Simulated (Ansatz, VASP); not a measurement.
One calculation of LaIn3Au2, two programs

```xyz
6
Lattice="5.9533 0.0000 0.0000 -2.9767 5.1557 0.0000 0.0000 0.0000 4.6760" Properties=species:S:1:pos:R:3 pbc="T T T"
In    2.9767    0.0000    2.3380
In    1.4883    2.5779    2.3380
In   -1.4883    2.5779    2.3380
La    0.0000    0.0000    0.0000
Au   -0.0003    3.4373    0.0000
Au    2.9764    1.7184    0.0000
```

Alike in both runs: task single point; functional revPBE; k mesh 4 × 4 × 4; no spin polarisation.

```csv
,VASP,Ansatz
version,VASP 6.6.1,Ansatz 0.2.0
potentials or method,"VASP PAW PBE potentials, release 64 (In_d, La, Au), cutoff 520 eV",PAW plane waves
occupations,"fermi-dirac, width 0.1 eV",fermi-dirac
valence electrons in the cell,72,88
```

VASP gave:

* gap on the k mesh at the Fermi level (eV): none
* pressure (GPa): 2.9
* traceless stress, the component that is largest in VASP (GPa): -1.47

Which values does Ansatz return?

gap on the k mesh at the Fermi level (eV): none; pressure (GPa): 3.0; traceless stress, the component that is largest in VASP (GPa): -1.47.

VASP's potentials were made for PBE, not for revPBE. A gap of «none» marks a metal or a gap that the smearing closes. VASP's potentials hold 72 valence electrons a cell and Ansatz's 88, so a difference there can come from the potentials and not from the codes. Ansatz's warnings: structure snapped to symmetry.

Neither program's run includes spin-orbit coupling.
